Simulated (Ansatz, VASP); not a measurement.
SrTiO3: VASP beside Ansatz

```
Sr Ti O
1.0
     3.90685    0.00000    0.00000
     0.00000    3.90685    0.00000
     0.00000    0.00000    3.90685
Sr Ti O
1 1 3
Direct
  0.50000 0.50000 0.50000
  0.00000 0.00000 0.00000
  0.50000 0.00000 0.00000
  0.00000 0.50000 0.00000
  0.00000 0.00000 0.50000
```

Alike in both runs: functional r2SCAN; k mesh 8 × 8 × 8; occupations fermi-dirac, width 0.1 eV; no spin polarisation.

Ansatz relaxed the structure, and its values are those at the end. VASP's run is a single point on that final structure, the one shown.

```csv
,VASP,Ansatz
version,VASP 6.6.1,Ansatz 0.2.0
potentials or method,"VASP PAW PBE potentials, release 64 (Sr_sv, Ti_sv, O)","PAW with Ansatz's default frozen-core files, scalar-relativistic"
plane-wave cutoff (eV),660,500
valence electrons in the cell,40,40
```

VASP gave:

| Quantity | Value |
| --- | --- |
| pressure (GPa) | 0.7 |

Question: What did Ansatz give for the same quantities?

Answer: Pressure (GPa): 0.0.

VASP's potentials were made for PBE, not for r2SCAN. The functional is the same, so the differences come from potentials, cutoffs and numerics.
